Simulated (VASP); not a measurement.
# SrTiO3 (P4/mmm) in VASP: a series of runs

Runs on SrTiO3. Level: PBEsol. Tasks: single point.

All numbers are computed with VASP 6.6.1; they aren't measurements. Logs are shortened: lines on timing, memory, paths and dates and some standing lists are left out, and cuts for length are marked.

### 1 The cell of the first run

Symmetry: P4/mmm, No. 123, tetragonal system. Conventional cell: a = 3.891 Å, b = 3.891 Å, c = 3.774 Å, α = 90.00°, β = 90.00°, γ = 90.00°. Sr (site symmetry 4/mmm) has 12 O at 2.71 to 2.75 Å and 8 Ti at 3.34 Å within 3.6 Å. Ti (site symmetry 4/mmm) has 6 O at 1.89 to 1.95 Å within 2.5 Å. Within 2.6 Å of O (site symmetry mmm) lie 2 Ti at 1.95 Å. O (site symmetry 4/mmm) has 2 Ti at 1.89 Å within 2.5 Å.

### 2 Single point, PBEsol (strain +0.000 along x and y, -0.030 along z)

Input file INCAR:

```
PREC = Accurate
ENCUT = 520
EDIFF = 1E-6
ISMEAR = 0
SIGMA = 0.05
LREAL = F
LASPH = T
NELM = 100
ALGO = Normal
ISIF = 2
LWAVE = F
LCHARG = F
GGA = PS
NBANDS = 28
```

Input file KPOINTS:

```
Automatic mesh
0
Gamma
  8 8 8
```

Input file POSCAR:

```
SrTiO3
1.0
    3.8911201354      0.0000000000      0.0000000000
    0.0000000000      3.8911201354      0.0000000000
    0.0000000000      0.0000000000      3.7743865313
Sr Ti O
1 1 3
Direct
    0.0000000000      0.0000000000      0.0000000000
    0.5000000000      0.5000000000      0.5000000000
    0.0000000000      0.5000000000      0.5000000000
    0.5000000000      0.0000000000      0.5000000000
    0.5000000000      0.5000000000      0.0000000000
```

Potentials or basis: VASP PAW PBE potentials, release 64 (Sr_sv, Ti_sv, O).

On the command line:

```sh
cat potpaw_PBE.64/Sr_sv/POTCAR potpaw_PBE.64/Ti_sv/POTCAR potpaw_PBE.64/O/POTCAR > POTCAR
mpirun -np 1 vasp_std > vasp.out
```

OUTCAR:

```text
PREC = Accurate
   ENCUT = 520
   EDIFF = 1E-6
   ISMEAR = 0
   LREAL = F
   LASPH = T
   NELM = 100
   ISIF = 2
   GGA = PS

 ion  position               nearest neighbor table
   1  0.000  0.000  0.000-   3 2.71   4 2.71   3 2.71   4 2.71   3 2.71   3 2.71   4 2.71   4 2.71
                             5 2.75   5 2.75   5 2.75   5 2.75   2 3.34   2 3.34   2 3.34   2 3.34
   2  0.500  0.500  0.500-   5 1.89   5 1.89   3 1.95   4 1.95   4 1.95   3 1.95   1 3.34   1 3.34
                             1 3.34   1 3.34   1 3.34   1 3.34   1 3.34   1 3.34
   3  0.000  0.500  0.500-   2 1.95   2 1.95   1 2.71   1 2.71   1 2.71   1 2.71
   4  0.500  0.000  0.500-   2 1.95   2 1.95   1 2.71   1 2.71   1 2.71   1 2.71
   5  0.500  0.500  0.000-   2 1.89   2 1.89   1 2.75   1 2.75   1 2.75   1 2.75

  LATTYP: Found a simple tetragonal cell.
 ALAT       =     3.8911201354
 C/A-ratio  =     0.9700000000

  Lattice vectors:

 A1 = (   3.8911201354,   0.0000000000,   0.0000000000)
 A2 = (   0.0000000000,   3.8911201354,   0.0000000000)
 A3 = (   0.0000000000,   0.0000000000,   3.7743865313)

Analysis of symmetry for initial positions (statically):
=====================================================================
 Subroutine PRICEL returns:
 Original cell was already a primitive cell.

 Routine SETGRP: Setting up the symmetry group for a
 simple tetragonal supercell.

 Subroutine GETGRP returns: Found 16 space group operations
 (whereof 16 operations were pure point group operations)
 out of a pool of 16 trial point group operations.

The static configuration has the point symmetry D_4h.

Analysis of symmetry for dynamics (positions and initial velocities):
=====================================================================
 Subroutine PRICEL returns:
 Original cell was already a primitive cell.

 Routine SETGRP: Setting up the symmetry group for a
 simple tetragonal supercell.

 Subroutine GETGRP returns: Found 16 space group operations
 (whereof 16 operations were pure point group operations)
 out of a pool of 16 trial point group operations.

The dynamic configuration has the point symmetry D_4h.

 Subroutine INISYM returns: Found 16 space group operations
 (whereof 16 operations are pure point group operations),
 and found     1 'primitive' translations

----------------------------------------------------------------------------------------

                                     Primitive cell

  volume of cell :      57.1473

  direct lattice vectors                    reciprocal lattice vectors
     3.891120135  0.000000000  0.000000000     0.256995406  0.000000000  0.000000000
     0.000000000  3.891120135  0.000000000     0.000000000  0.256995406  0.000000000
     0.000000000  0.000000000  3.774386531     0.000000000  0.000000000  0.264943718

  length of vectors
     3.891120135  3.891120135  3.774386531     0.256995406  0.256995406  0.264943718

  position of ions in fractional coordinates (direct lattice)
     0.000000000  0.000000000  0.000000000
     0.500000000  0.500000000  0.500000000
     0.000000000  0.500000000  0.500000000
     0.500000000  0.000000000  0.500000000
     0.500000000  0.500000000  0.000000000

  ion indices of the primitive-cell ions
   primitive index   ion index
                 1           1
                 2           2
                 3           3
                 4           4
                 5           5

----------------------------------------------------------------------------------------

 KPOINTS: Automatic mesh

Automatic generation of k-mesh.
 Grid dimensions read from file:
 generate k-points for:    8    8    8

 Generating k-lattice:

  Cartesian coordinates                     Fractional coordinates (reciprocal lattice)
     0.032124426  0.000000000  0.000000000     0.125000000  0.000000000  0.000000000
     0.000000000  0.032124426  0.000000000     0.000000000  0.125000000  0.000000000
     0.000000000  0.000000000  0.033117965     0.000000000  0.000000000  0.125000000

  Length of vectors
     0.032124426  0.032124426  0.033117965

  Shift w.r.t. Gamma in fractional coordinates (k-lattice)
     0.000000000  0.000000000  0.000000000

 Subroutine IBZKPT returns following result:
 ===========================================

 Found     75 irreducible k-points:

 Following reciprocal coordinates:
            Coordinates               Weight
  0.000000  0.000000  0.000000      1.000000
  0.125000  0.000000  0.000000      4.000000
  0.250000  0.000000  0.000000      4.000000
  0.375000  0.000000  0.000000      4.000000
  0.500000  0.000000  0.000000      2.000000
  0.125000  0.125000  0.000000      4.000000
[... 16 lines left out ...]
  0.375000  0.125000  0.125000     16.000000
  0.500000  0.125000  0.125000      8.000000
 [... further k-points ...]
   k-points           NKPTS =     75   k-points in BZ     NKDIM =     75   number of bands    NBANDS=     28
   number of dos      NEDOS =    301   number of ions     NIONS =      5
   total plane-waves  NPLWV =  25200
   dimension x,y,z NGX =    30 NGY =   30 NGZ =   28
   dimension x,y,z NGXF=    60 NGYF=   60 NGZF=   56
   ions per type =               1   1   3
   NGX,Y,Z   is equivalent  to a cutoff of  12.82, 12.82, 12.33 a.u.
   NGXF,Y,Z  is equivalent  to a cutoff of  25.63, 25.63, 24.67 a.u.
 SYSTEM =  unknown system
   PREC   = accura    normal or accurate (medium, high low for compatibility)
   ISTART =      0    job   : 0-new  1-cont  2-samecut
   ICHARG =      2    charge: 1-file 2-atom 10-const
   ISPIN  =      1    spin polarized calculation?
   LNONCOLLINEAR =      F non collinear calculations
   LSORBIT =      F    spin-orbit coupling
   LASPH  =      T    aspherical Exc in radial PAW
   ENCUT  =  520.0 eV  38.22 Ry    6.18 a.u.   7.23  7.23  7.02*2*pi/ulx,y,z
   NELM   =    100;   NELMIN=  2; NELMDL= -5     # of ELM steps
   EDIFF  = 0.1E-05   stopping-criterion for ELM
   LREAL  =      F    real-space projection
   EDIFFG = 0.1E-04   stopping-criterion for IOM
   NSW    =      0    number of steps for IOM
   IBRION =     -1    ionic relax: 0-MD 1-quasi-New 2-CG
   NFREE  =      0    steps in history (QN), initial steepest desc. (CG)
   ISIF   =      2    stress and relaxation
   ISYM   =      2    0-nonsym 1-usesym 2-fastsym
   POTIM  = 0.5000    time-step for ionic-motion
   TEBEG  =    0.0;   TEEND  =   0.0 temperature during run
   PSTRESS=    0.0 pullay stress
   NELECT =      40.0000    total number of electrons
   NUPDOWN=      -1.0000    fix difference up-down
   EMIN   =  10.00;   EMAX   =-10.00  energy-range for DOS
   EFERMI =   0.00;   METHOD = LEGACY
   ISMEAR =     0;   SIGMA  =   0.05  broadening in eV -4-tet -1-fermi 0-gaus
   EFERMI_NEDOS =   21; number of points for ismear=-14 and -15
   IALGO  =     38    algorithm
   IMIX   =      4    mixing-type and parameters
     AMIX     =   0.40;   BMIX     =  1.00
     AMIX_MAG =   1.60;   BMIX_MAG =  1.00
  volume/ion in A,a.u.               =      11.43        77.13
  Fermi-wavevector in a.u.,A,eV,Ry     =   1.453549  2.746809 28.746444  2.112804
  Thomas-Fermi vector in A             =   2.570802
   LORBIT       =      0    0 simple, 1 ext, 2 COOP (PROOUT), +10 PAW based schemes
   GGA     = PS    functional components
   LHFCALC =     F    Hartree Fock is set to
   AEXX    =    0.0000 exact exchange contribution
   IVDW    =     0    specifies the selected vdW correction
   LEPSILON=     F    determine dielectric tensor
   LRPA    =     F    only Hartree local field effects (RPA)
 non-spin polarized calculation
 Gauss-broadening in eV      SIGMA  =   0.05
  energy-cutoff  :      520.00
  volume of cell :       57.15
 maximum number of plane-waves:      1560
 NGX is ok and might be reduce to    30
   NGX = 15   NGY = 15   NGZ = 15

 number of electron      40.0000006 magnetization

 Free energy of the ion-electron system (eV)
  ---------------------------------------------------
  ext. energy  EPLUGINS =         0.00000000
  ---------------------------------------------------
  free energy    TOTEN  =       -41.94054550 eV

  energy without entropy =      -41.94054550  energy(sigma->0) =      -41.94054550

 E-fermi :   4.6067     XC(G=0): -11.7599

 val. band max:        4.3900512866   @ k =   0.5000   0.5000   0.5000
 cond. band min:       6.2027807030   @ k =   0.0000   0.0000   0.0000
 fundamental gap:      1.8127294164
 Fermi energy:         4.6066943216

 k-point     1 :       0.0000    0.0000    0.0000
  band No.  band energies     occupation
      1     -51.6569      2.00000
      2     -28.1556      2.00000
      3     -28.0786      2.00000
      4     -28.0367      2.00000
      5     -28.0367      2.00000
      6     -13.1590      2.00000
[... 20 lines left out ...]
     27       9.8345      0.00000
     28      10.7842      0.00000

 k-point     2 :       0.1250    0.0000    0.0000
  band No.  band energies     occupation
      1     -51.6566      2.00000
      2     -28.1746      2.00000
      3     -28.0781      2.00000
      4     -28.0362      2.00000
      5     -28.0252      2.00000
      6     -13.1784      2.00000
[... 20 lines left out ...]
     27      10.1022      0.00000
     28      11.1467      0.00000

 k-point     3 :       0.2500    0.0000    0.0000
  band No.  band energies     occupation
      1     -51.6560      2.00000
      2     -28.2135      2.00000
      3     -28.0770      2.00000
      4     -28.0350      2.00000
      5     -28.0040      2.00000
      6     -13.2673      2.00000
[... 20 lines left out ...]
     27      10.7890      0.00000
     28      12.1514      0.00000

 k-point     4 :       0.3750    0.0000    0.0000
  band No.  band energies     occupation
      1     -51.6554      2.00000
      2     -28.2479      2.00000
      3     -28.0758      2.00000
      4     -28.0338      2.00000
      5     -27.9871      2.00000
      6     -13.3880      2.00000
[... 578 lines left out ...]
     27      11.2407      0.00000
     28      12.1716      0.00000

 k-point    23 :       0.3750    0.1250    0.1250
  band No.  band energies     occupation
      1     -51.6548      2.00000
      2     -28.2271      2.00000
      3     -28.0926      2.00000
      4     -28.0474      2.00000
      5     -27.9966      2.00000
      6     -13.2055      2.00000
[... 20 lines left out ...]
     27      11.9358      0.00000
     28      12.8887      0.00000

 k-point    24 :       0.5000    0.1250    0.1250
  band No.  band energies     occupation
      1     -51.6545      2.00000
      2     -28.2368      2.00000
      3     -28.0919      2.00000
      4     -28.0445      2.00000
      5     -27.9972      2.00000
      6     -13.2434      2.00000
[... 20 lines left out ...]
     27      12.2160      0.00000
     28      13.0782      0.00000

 [... further k-points ...]

------------------------ aborting loop because EDIFF is reached ----------------------------------------

  FORCE on cell =-STRESS in cart. coord.  units (eV):
  Direction    XX          YY          ZZ          XY          YZ          ZX
  --------------------------------------------------------------------------------------
  -------------------------------------------------------------------------------------
  Total        1.4463054      1.4463054      4.6893379      0.0000000      0.0000000      0.0000000
  in kB       40.5485121     40.5485121    131.4699376      0.0000000      0.0000000      0.0000000
  external PRESSURE =      70.8556539 kB  Pullay stress =       0.0000000 kB

 VOLUME and BASIS-vectors are now :
 -----------------------------------------------------------------------------
  energy-cutoff  :      520.00
  volume of cell :       57.15
      direct lattice vectors                 reciprocal lattice vectors
     3.891120135  0.000000000  0.000000000     0.256995406  0.000000000  0.000000000
     0.000000000  3.891120135  0.000000000     0.000000000  0.256995406  0.000000000
     0.000000000  0.000000000  3.774386531     0.000000000  0.000000000  0.264943718

 POSITION                                       TOTAL-FORCE (eV/Angst)
 -----------------------------------------------------------------------------------
      0.00000      0.00000      0.00000         0.000000      0.000000      0.000000
      1.94556      1.94556      1.88719         0.000000      0.000000      0.000000
      0.00000      1.94556      1.88719         0.000000      0.000000      0.000000
      1.94556      0.00000      1.88719         0.000000      0.000000      0.000000
      1.94556      1.94556      0.00000         0.000000      0.000000      0.000000
 -----------------------------------------------------------------------------------
    total drift:                                0.000000      0.000000     -0.000000

  FREE ENERGIE OF THE ION-ELECTRON SYSTEM (eV)
  ---------------------------------------------------
  free  energy   TOTEN  =       -41.9405455048 eV

  energy  without entropy=      -41.9405455048  energy(sigma->0) =      -41.94054550
```

It took 64 s on 1 thread of Intel Xeon 6975P-C (Granite Rapids), shared host; peak memory 0.25 GiB.

Results:

| Quantity | Value |
| --- | --- |
| Free energy | -41.9405 eV |
| Pressure | 7.1 GPa |
| Band gap on the k mesh | 1.81 eV (least direct gap 2.13 eV) |

Levels at points of the mesh, in eV from the valence-band top:
```csv
k point,band 17,band 18,band 19,band 20,band 21,band 22,band 23,band 24
"(0.00, 0.00, 0.00)",-1.20,-0.37,-0.37,-0.32,1.81,1.87,1.87,4.49
"(0.50, 0.00, 0.00)",-2.38,-2.18,-0.73,-0.73,2.06,3.87,3.88,4.69
"(0.50, 0.50, 0.00)",-1.78,-1.78,-1.68,-0.20,3.89,3.89,4.33,5.90
"(0.00, 0.00, 0.50)",-2.58,-2.20,-0.79,-0.79,2.04,4.19,4.19,4.51
"(0.50, 0.00, 0.50)",-1.75,-1.60,-1.59,-0.10,3.89,4.19,4.53,5.55
"(0.50, 0.50, 0.50)",-3.74,-0.07,0.00,0.00,4.60,4.79,4.79,6.89
```

Caveat: the cell differs from its parent crystal (strain +0.000 along x and y, -0.030 along z); the cell stands under pressure; the PAW data sets were made with another functional, which shifts forces and pressure a little.

### 3 Single point, PBEsol (strain -0.015 along x and y, +0.000 along z)

Input file INCAR:

```
SYSTEM = SrTiO3
ALGO = Normal ; EDIFF = 1E-6
ENCUT = 520 ; GGA = PS
ISIF = 2 ; ISMEAR = 0
LASPH = .TRUE. ; LCHARG = .FALSE.
LREAL = .FALSE. ; LWAVE = .FALSE.
NBANDS = 28 ; NELM = 100
PREC = Accurate ; SIGMA = 0.05
```

Input file KPOINTS:

```
k-points
0
G
  8 8 8
  0 0 0
```

Changes to POSCAR since step 2:

```diff
@@ -2,5 +2,5 @@
 1.0
-    3.8911201354      0.0000000000      0.0000000000
-    0.0000000000      3.8911201354      0.0000000000
-    0.0000000000      0.0000000000      3.7743865313
+    3.8327533334      0.0000000000      0.0000000000
+    0.0000000000      3.8327533334      0.0000000000
+    0.0000000000      0.0000000000      3.8911201354
 Sr Ti O
```

Potentials or basis: VASP PAW PBE potentials, release 64 (Sr_sv, Ti_sv, O).

On the command line:

```sh
cat potpaw_PBE.64/Sr_sv/POTCAR potpaw_PBE.64/Ti_sv/POTCAR potpaw_PBE.64/O/POTCAR > POTCAR
mpirun -np 1 vasp_std > vasp.out
```

OUTCAR:

```text
SYSTEM = SrTiO3
   EDIFF = 1E-6
   ENCUT = 520
   GGA = PS
   ISIF = 2
   ISMEAR = 0
   LASPH = .TRUE.
   LREAL = .FALSE.
   NELM = 100
   PREC = Accurate

 ion  position               nearest neighbor table
   1  0.000  0.000  0.000-   5 2.71   5 2.71   5 2.71   5 2.71   4 2.73   3 2.73   4 2.73   3 2.73
                             4 2.73   3 2.73   4 2.73   3 2.73   2 3.34   2 3.34   2 3.34   2 3.34
   2  0.500  0.500  0.500-   3 1.92   4 1.92   4 1.92   3 1.92   5 1.95   5 1.95   1 3.34   1 3.34
                             1 3.34   1 3.34   1 3.34   1 3.34   1 3.34   1 3.34
   3  0.000  0.500  0.500-   2 1.92   2 1.92   1 2.73   1 2.73   1 2.73   1 2.73
   4  0.500  0.000  0.500-   2 1.92   2 1.92   1 2.73   1 2.73   1 2.73   1 2.73
   5  0.500  0.500  0.000-   2 1.95   2 1.95   1 2.71   1 2.71   1 2.71   1 2.71

  LATTYP: Found a simple tetragonal cell.
 ALAT       =     3.8327533334
 C/A-ratio  =     1.0152284264

  Lattice vectors:

 A1 = (   3.8327533334,   0.0000000000,   0.0000000000)
 A2 = (   0.0000000000,   3.8327533334,   0.0000000000)
 A3 = (   0.0000000000,   0.0000000000,   3.8911201354)

Analysis of symmetry for initial positions (statically):
[... 183 lines left out ...]
 cond. band min:       6.2291628072   @ k =   0.0000   0.0000   0.0000
 fundamental gap:      1.8346636319
 Fermi energy:         4.6768624163

 k-point     1 :       0.0000    0.0000    0.0000
  band No.  band energies     occupation
      1     -51.6623      2.00000
      2     -28.1582      2.00000
      3     -28.0606      2.00000
      4     -28.0606      2.00000
      5     -28.0426      2.00000
      6     -13.1459      2.00000
[... 733 lines left out ...]
     27      12.2416      0.00000
     28      13.0086      0.00000

 [... further k-points ...]

------------------------ aborting loop because EDIFF is reached ----------------------------------------

  FORCE on cell =-STRESS in cart. coord.  units (eV):
  Direction    XX          YY          ZZ          XY          YZ          ZX
  --------------------------------------------------------------------------------------
  -------------------------------------------------------------------------------------
  Total        2.9369330      2.9369330      1.4280533      0.0000000      0.0000000      0.0000000
  in kB       82.3205453     82.3205453     40.0275142      0.0000000      0.0000000      0.0000000
  external PRESSURE =      68.2228683 kB  Pullay stress =       0.0000000 kB

 VOLUME and BASIS-vectors are now :
 -----------------------------------------------------------------------------
  energy-cutoff  :      520.00
  volume of cell :       57.16
      direct lattice vectors                 reciprocal lattice vectors
     3.832753333  0.000000000  0.000000000     0.260909042  0.000000000  0.000000000
     0.000000000  3.832753333  0.000000000     0.000000000  0.260909042  0.000000000
     0.000000000  0.000000000  3.891120135     0.000000000  0.000000000  0.256995406

 POSITION                                       TOTAL-FORCE (eV/Angst)
 -----------------------------------------------------------------------------------
      0.00000      0.00000      0.00000         0.000000      0.000000      0.000000
      1.91638      1.91638      1.94556         0.000000      0.000000      0.000000
      0.00000      1.91638      1.94556         0.000000      0.000000      0.000000
      1.91638      0.00000      1.94556         0.000000      0.000000      0.000000
      1.91638      1.91638      0.00000         0.000000      0.000000      0.000000
 -----------------------------------------------------------------------------------
    total drift:                                0.000000      0.000000     -0.000000

  FREE ENERGIE OF THE ION-ELECTRON SYSTEM (eV)
  ---------------------------------------------------
  free  energy   TOTEN  =       -41.9658584452 eV

  energy  without entropy=      -41.9658584452  energy(sigma->0) =      -41.96585845
```

stdout:

```text
POSCAR found type information on POSCAR SrTiO
 POSCAR found :  3 types and       5 ions
 scaLAPACK will be used
 -----------------------------------------------------------------------------
|                                                                             |
|                                                                             |
|     You enforced a specific xc type in the INCAR file but a different       |
|     I HOPE YOU KNOW WHAT YOU ARE DOING!                                     |
|                                                                             |
 -----------------------------------------------------------------------------

 LDA part: xc-table for (Slater+PW92), standard interpolation
 POSCAR, INCAR and KPOINTS ok, starting setup
 FFT: planning ... GRIDC
 FFT: planning ... GRID_SOFT
 FFT: planning ... GRID
 WAVECAR not read
 entering main loop
```

Run time: 57 s. Hardware: 1 thread of Intel Xeon 6975P-C (Granite Rapids), shared host; peak memory 0.25 GiB.

Results:

```yaml
Free_energy: -41.9659 eV
Pressure: 6.8 GPa
Band_gap_on_the_k_mesh: 1.83 eV (least direct gap 2.19 eV)
```

Caveat: the cell differs from its parent crystal (strain -0.015 along x and y, +0.000 along z); the cell stands under pressure; the PAW data sets were made with another functional, which shifts forces and pressure a little. A k mesh can miss the band edges.
